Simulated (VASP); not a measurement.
# Ta2N (P-3m1) in VASP: further runs

Ta2N is run at these levels: LDA; tasks: single point.

All numbers are computed with VASP 6.6.1; they aren't measurements. Logs are shortened: lines on timing, memory, paths and dates and some standing lists are left out, and cuts for length are marked.

## Step 1: The cell of the first run

The structure is trigonal, space group P-3m1 (No. 164). The conventional cell has a = 2.980 Å, b = 2.980 Å, c = 4.785 Å, α = 90.00°, β = 90.00°, γ = 120.00°. Within 2.8 Å of Ta (site symmetry 3m) lie 3 N at 2.10 Å. Within 2.8 Å of N (site symmetry -3m) lie 6 Ta at 2.10 Å.

## Step 2: Single point, LDA (volume 12.264 Å^3 an atom, c/a of the conventional cell 1.6058)

File INCAR:

```
PREC = Accurate ; ENCUT = 520
EDIFF = 1E-7 ; ISMEAR = 0
SIGMA = 0.15 ; LREAL = False
LASPH = True ; NELM = 80
ALGO = Normal ; ISIF = 2
LWAVE = False ; LCHARG = False
GGA = CA ; NBANDS = 20
```

File KPOINTS:

```
regular mesh
0
Gamma
  18 18 10
```

File POSCAR:

```
Ta2N
1.0
    2.9797313057      0.0000000000      0.0000000000
   -1.4898656529      2.5805230071      0.0000000000
    0.0000000000      0.0000000000      4.7848525306
Ta N
2 1
Direct
    0.6666666667      0.3333333333      0.7466885012
    0.3333333333      0.6666666667      0.2533114988
    0.0000000000      0.0000000000      0.0000000000
```

Potentials or basis: VASP PAW LDA potentials, release 64 (Ta_pv, N).

Started as:

```
cat potpaw_LDA.64/Ta_pv/POTCAR potpaw_LDA.64/N/POTCAR > POTCAR
mpirun -np 1 vasp_std > vasp.out
```

OUTCAR:

```text
PREC = Accurate
   ENCUT = 520
   EDIFF = 1E-7
   ISMEAR = 0
   LREAL = False
   LASPH = True
   NELM = 80
   ISIF = 2
   GGA = CA

 ion  position               nearest neighbor table
   1  0.667  0.333  0.747-   3 2.10   3 2.10   3 2.10   2 2.92   2 2.92   2 2.92   2 2.97   2 2.97
                             2 2.97
   2  0.333  0.667  0.253-   3 2.10   3 2.10   3 2.10   1 2.92   1 2.92   1 2.92   1 2.97   1 2.97
                             1 2.97
   3  0.000  0.000  0.000-   1 2.10   2 2.10   2 2.10   1 2.10   1 2.10   2 2.10

  LATTYP: Found a hexagonal cell.
 ALAT       =     2.9797313057
 C/A-ratio  =     1.6058000000

  Lattice vectors:

 A1 = (   2.9797313057,   0.0000000000,   0.0000000000)
 A2 = (  -1.4898656529,   2.5805230071,   0.0000000000)
 A3 = (   0.0000000000,   0.0000000000,   4.7848525306)

Analysis of symmetry for initial positions (statically):
=====================================================================
 Subroutine PRICEL returns:
 Original cell was already a primitive cell.

 Routine SETGRP: Setting up the symmetry group for a
 hexagonal supercell.

 Subroutine GETGRP returns: Found 12 space group operations
 (whereof 12 operations were pure point group operations)
 out of a pool of 24 trial point group operations.

The static configuration has the point symmetry D_3d.

Analysis of symmetry for dynamics (positions and initial velocities):
=====================================================================
 Subroutine PRICEL returns:
 Original cell was already a primitive cell.

 Routine SETGRP: Setting up the symmetry group for a
 hexagonal supercell.

 Subroutine GETGRP returns: Found 12 space group operations
 (whereof 12 operations were pure point group operations)
 out of a pool of 24 trial point group operations.

The dynamic configuration has the point symmetry D_3d.

 Subroutine INISYM returns: Found 12 space group operations
 (whereof 12 operations are pure point group operations),
 and found     1 'primitive' translations

----------------------------------------------------------------------------------------

                                     Primitive cell

  volume of cell :      36.7920

  direct lattice vectors                    reciprocal lattice vectors
     2.979731306  0.000000000  0.000000000     0.335600730  0.193759172  0.000000000
    -1.489865653  2.580523007  0.000000000     0.000000000  0.387518343  0.000000000
     0.000000000  0.000000000  4.784852531     0.000000000  0.000000000  0.208992857

  length of vectors
     2.979731306  2.979731306  4.784852531     0.387518343  0.387518343  0.208992857

  position of ions in fractional coordinates (direct lattice)
     0.666666667  0.333333333  0.746688501
     0.333333333  0.666666667  0.253311499
     0.000000000  0.000000000  0.000000000

  ion indices of the primitive-cell ions
   primitive index   ion index
                 1           1
                 2           2
                 3           3

----------------------------------------------------------------------------------------

 KPOINTS: regular mesh

Automatic generation of k-mesh.
 Grid dimensions read from file:
 generate k-points for:   18   18   10

 Generating k-lattice:

  Cartesian coordinates                     Fractional coordinates (reciprocal lattice)
     0.018644485  0.010764398  0.000000000     0.055555556  0.000000000  0.000000000
     0.000000000  0.021528797  0.000000000     0.000000000  0.055555556  0.000000000
     0.000000000  0.000000000  0.020899286     0.000000000  0.000000000  0.100000000

  Length of vectors
     0.021528797  0.021528797  0.020899286

  Shift w.r.t. Gamma in fractional coordinates (k-lattice)
     0.000000000  0.000000000  0.000000000

 Subroutine IBZKPT returns following result:
 ===========================================

 Found    330 irreducible k-points:

 Following reciprocal coordinates:
            Coordinates               Weight
  0.000000  0.000000  0.000000      1.000000
  0.055556 -0.000000  0.000000      6.000000
  0.111111 -0.000000  0.000000      6.000000
  0.166667 -0.000000  0.000000      6.000000
  0.222222 -0.000000  0.000000      6.000000
  0.277778 -0.000000  0.000000      6.000000
[... 16 lines left out ...]
  0.333333  0.111111  0.000000     12.000000
  0.388889  0.111111  0.000000     12.000000
 [... further k-points ...]
   k-points           NKPTS =    330   k-points in BZ     NKDIM =    330   number of bands    NBANDS=     20
   number of dos      NEDOS =    301   number of ions     NIONS =      3
   total plane-waves  NPLWV =  20736
   dimension x,y,z NGX =    24 NGY =   24 NGZ =   36
   dimension x,y,z NGXF=    48 NGYF=   48 NGZF=   72
   ions per type =               2   1
   NGX,Y,Z   is equivalent  to a cutoff of  13.39, 13.39, 12.51 a.u.
   NGXF,Y,Z  is equivalent  to a cutoff of  26.78, 26.78, 25.02 a.u.
 SYSTEM =  unknown system
   PREC   = accura    normal or accurate (medium, high low for compatibility)
   ISTART =      0    job   : 0-new  1-cont  2-samecut
   ICHARG =      2    charge: 1-file 2-atom 10-const
   ISPIN  =      1    spin polarized calculation?
   LNONCOLLINEAR =      F non collinear calculations
   LSORBIT =      F    spin-orbit coupling
   LASPH  =      T    aspherical Exc in radial PAW
   ENCUT  =  520.0 eV  38.22 Ry    6.18 a.u.   5.54  5.54  8.90*2*pi/ulx,y,z
   NELM   =     80;   NELMIN=  2; NELMDL= -5     # of ELM steps
   EDIFF  = 0.1E-06   stopping-criterion for ELM
   LREAL  =      F    real-space projection
   EDIFFG = 0.1E-05   stopping-criterion for IOM
   NSW    =      0    number of steps for IOM
   IBRION =     -1    ionic relax: 0-MD 1-quasi-New 2-CG
   NFREE  =      0    steps in history (QN), initial steepest desc. (CG)
   ISIF   =      2    stress and relaxation
   ISYM   =      2    0-nonsym 1-usesym 2-fastsym
   POTIM  = 0.5000    time-step for ionic-motion
   TEBEG  =    0.0;   TEEND  =   0.0 temperature during run
   PSTRESS=    0.0 pullay stress
   NELECT =      27.0000    total number of electrons
   NUPDOWN=      -1.0000    fix difference up-down
   EMIN   =  10.00;   EMAX   =-10.00  energy-range for DOS
   EFERMI =   0.00;   METHOD = LEGACY
   ISMEAR =     0;   SIGMA  =   0.15  broadening in eV -4-tet -1-fermi 0-gaus
   EFERMI_NEDOS =   21; number of points for ismear=-14 and -15
   IALGO  =     38    algorithm
   IMIX   =      4    mixing-type and parameters
     AMIX     =   0.40;   BMIX     =  1.00
     AMIX_MAG =   1.60;   BMIX_MAG =  1.00
  volume/ion in A,a.u.               =      12.26        82.76
  Fermi-wavevector in a.u.,A,eV,Ry     =   1.476652  2.790468 29.667537  2.180502
  Thomas-Fermi vector in A             =   2.591153
   LORBIT       =      0    0 simple, 1 ext, 2 COOP (PROOUT), +10 PAW based schemes
   GGA     = CA    functional components
   LHFCALC =     F    Hartree Fock is set to
   AEXX    =    0.0000 exact exchange contribution
   IVDW    =     0    specifies the selected vdW correction
   LEPSILON=     F    determine dielectric tensor
   LRPA    =     F    only Hartree local field effects (RPA)
 non-spin polarized calculation
 Gauss-broadening in eV      SIGMA  =   0.15
  energy-cutoff  :      520.00
  volume of cell :       36.79
 maximum number of plane-waves:      1026
 NGX is ok and might be reduce to    24
   NGX = 11   NGY = 11   NGZ = 17

 number of electron      26.9999999 magnetization

 Free energy of the ion-electron system (eV)
  ---------------------------------------------------
  ext. energy  EPLUGINS =         0.00000000
  ---------------------------------------------------
  free energy    TOTEN  =       -37.50148740 eV

  energy without entropy =      -37.48880115  energy(sigma->0) =      -37.49514427

 E-fermi :   8.3217     XC(G=0): -13.6002

 val. band max:        8.3169811141   @ k =   0.2778   0.0556   0.5000
 cond. band min:       8.3255576885   @ k =   0.0556   0.0556   0.1000
 fundamental gap:      0.0085765744
 Fermi energy:         8.3216952006

 k-point     1 :       0.0000    0.0000    0.0000
  band No.  band energies     occupation
      1     -27.2101      2.00000
      2     -26.0894      2.00000
      3     -26.0894      2.00000
      4     -25.9374      2.00000
      5     -25.9374      2.00000
      6     -25.8634      2.00000
[... 12 lines left out ...]
     19       9.6974      0.00000
     20      14.0644      0.00000

 k-point     2 :       0.0556   -0.0000    0.0000
  band No.  band energies     occupation
      1     -27.1968      2.00000
      2     -26.1199      2.00000
      3     -26.1000      2.00000
      4     -25.9677      2.00000
      5     -25.9398      2.00000
      6     -25.8674      2.00000
[... 12 lines left out ...]
     19       9.9978      0.00000
     20      14.1275      0.00000

 k-point     3 :       0.1111   -0.0000    0.0000
  band No.  band energies     occupation
      1     -27.1578      2.00000
      2     -26.2076      2.00000
      3     -26.1296      2.00000
      4     -26.0528      2.00000
      5     -25.9476      2.00000
      6     -25.8801      2.00000
[... 12 lines left out ...]
     19      10.7561      0.00000
     20      14.1342      0.00000

 k-point     4 :       0.1667   -0.0000    0.0000
  band No.  band energies     occupation
      1     -27.0958      2.00000
      2     -26.3416      2.00000
      3     -26.1778      2.00000
      4     -26.1724      2.00000
      5     -25.9616      2.00000
      6     -25.9025      2.00000
[... 12 lines left out ...]
     19      11.8079      0.00000
     20      13.9510      0.00000

 k-point     5 :       0.2222   -0.0000    0.0000
  band No.  band energies     occupation
      1     -27.0157      2.00000
      2     -26.5040      2.00000
      3     -26.3236      2.00000
      4     -26.2222      2.00000
      5     -25.9812      2.00000
      6     -25.9355      2.00000
[... 12 lines left out ...]
     19      12.8220      0.00000
     20      13.7442      0.00000
[... 353 lines left out ...]
      6     -25.9924      2.00000
[... 12 lines left out ...]
     19      13.5743      0.00000
     20      14.1015      0.00000

 k-point    22 :       0.2778    0.1111    0.0000
  band No.  band energies     occupation
      1     -26.8753      2.00000
      2     -26.7416      2.00000
      3     -26.6318      2.00000
      4     -26.3373      2.00000
      5     -26.0959      2.00000
      6     -26.0454      2.00000
[... 12 lines left out ...]
     19      13.6574      0.00000
     20      14.4276      0.00000

 k-point    23 :       0.3333    0.1111    0.0000
  band No.  band energies     occupation
      1     -26.9661      2.00000
      2     -26.7265      2.00000
      3     -26.6509      2.00000
      4     -26.3960      2.00000
      5     -26.1219      2.00000
      6     -26.1018      2.00000
[... 12 lines left out ...]
     19      13.7069      0.00000
     20      14.1985      0.00000

 k-point    24 :       0.3889    0.1111    0.0000
  band No.  band energies     occupation
      1     -27.0378      2.00000
      2     -26.7646      2.00000
      3     -26.5863      2.00000
      4     -26.4338      2.00000
      5     -26.1607      2.00000
      6     -26.1318      2.00000
[... 12 lines left out ...]
     19      13.7039      0.00000
     20      13.9424      0.00000

 [... further k-points ...]
[... 5 lines left out ...]
  --------------------------------------------------------------------------------------
  -------------------------------------------------------------------------------------
  Total        5.4739519      5.4739519      3.9447690     -0.0000000      0.0000000      0.0000000
  in kB      238.3736044    238.3736044    171.7824383     -0.0000000      0.0000000      0.0000000
  external PRESSURE =     216.1765490 kB  Pullay stress =       0.0000000 kB

 VOLUME and BASIS-vectors are now :
 -----------------------------------------------------------------------------
  energy-cutoff  :      520.00
  volume of cell :       36.79
      direct lattice vectors                 reciprocal lattice vectors
     2.979731306  0.000000000  0.000000000     0.335600730  0.193759172  0.000000000
    -1.489865653  2.580523007  0.000000000     0.000000000  0.387518343  0.000000000
     0.000000000  0.000000000  4.784852531     0.000000000  0.000000000  0.208992857

 POSITION                                       TOTAL-FORCE (eV/Angst)
 -----------------------------------------------------------------------------------
      1.48987      0.86017      3.57279        -0.000000      0.000000     -0.750249
     -0.00000      1.72035      1.21206         0.000000     -0.000000      0.750249
      0.00000      0.00000      0.00000         0.000000      0.000000      0.000000
 -----------------------------------------------------------------------------------
    total drift:                                0.000000     -0.000000      0.000000

  FREE ENERGIE OF THE ION-ELECTRON SYSTEM (eV)
  ---------------------------------------------------
  free  energy   TOTEN  =       -37.5014873978 eV

  energy  without entropy=      -37.4888011458  energy(sigma->0) =      -37.49514427
```

It took 2.6 min on 1 thread of Intel Xeon 6975P-C, shared host; peak memory 0.32 GiB.

What came out:

| Property | Result |
| --- | --- |
| Free energy | -37.5015 eV |
| Pressure | 21.6 GPa |
| Largest force | 0.750 eV/Å |

Forces in eV/Å, atoms in the order of the input:
```
Ta   0.000  0.000 -0.750
Ta   0.000  0.000  0.750
N    0.000  0.000  0.000
```

Caveat: spin-orbit coupling is left out, which moves the levels of the heavy elements.

(Continued in part 2 of 3.)
